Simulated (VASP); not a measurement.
Wanted: the native input for a VASP 6.6.1 run.

```
Task                   : single point
Functional             : PBE
Potentials or basis    : VASP PAW PBE potentials, release 64 (Al, N)
Cutoff                 : 520 eV
k mesh                 : 9 × 9 × 6
Occupations            : gaussian, width 0.02 eV
Spin                   : no spin polarisation
Dipole correction      : no
Further INCAR settings : ALGO = Normal; EDIFF = 1e-07; NBANDS = 16
```

The structure of AlN lies in POSCAR:

```
AlN
1.0
    3.3121157418      0.0000000000      0.0000000000
   -1.6560578709      2.8683763727      0.0000000000
    0.0000000000      0.0000000000      4.1875630000
Al N
2 2
Direct
    0.3333333300      0.6666666700      0.7500000000
    0.7058874644      0.4117749188      0.2500000000
    0.3333333300      0.6666666700      0.2500000000
    0.6666666700      0.3333333300      0.7500000000
```

This cell differs from its parent crystal: one atom moved.

One way to write it, as run:

INCAR

```
  PREC = Accurate
  ENCUT = 520
  EDIFF = 1E-7
  ISMEAR = 0
  SIGMA = 0.02
  LREAL = F
  LASPH = T
  NELM = 100
  ALGO = Normal
  ISIF = 2
  LWAVE = F
  LCHARG = F
  GGA = PE
  NBANDS = 16
```

KPOINTS

```
Automatic mesh
0
Gamma
  9 9 6
```

Potentials or basis: VASP PAW PBE potentials, release 64 (Al, N).

The run is started by

```console
$ cat potpaw_PBE.64/Al/POTCAR potpaw_PBE.64/N/POTCAR > POTCAR
$ mpirun -np 1 vasp_std > vasp.out
```

It gave:

* Pressure: 3.1 GPa
* Largest force: 2.660 eV/Å
* Band gap on the k mesh: 3.19 eV, direct

Caveat: the cell differs from its parent crystal (one atom moved); forces of over 1 eV/Å act on the atoms, so gaps and moduli don't describe the material at rest.

Wall time 42 s on 1 thread of Intel Xeon 6975P-C, with other jobs on the host, peak memory 0.19 GiB.
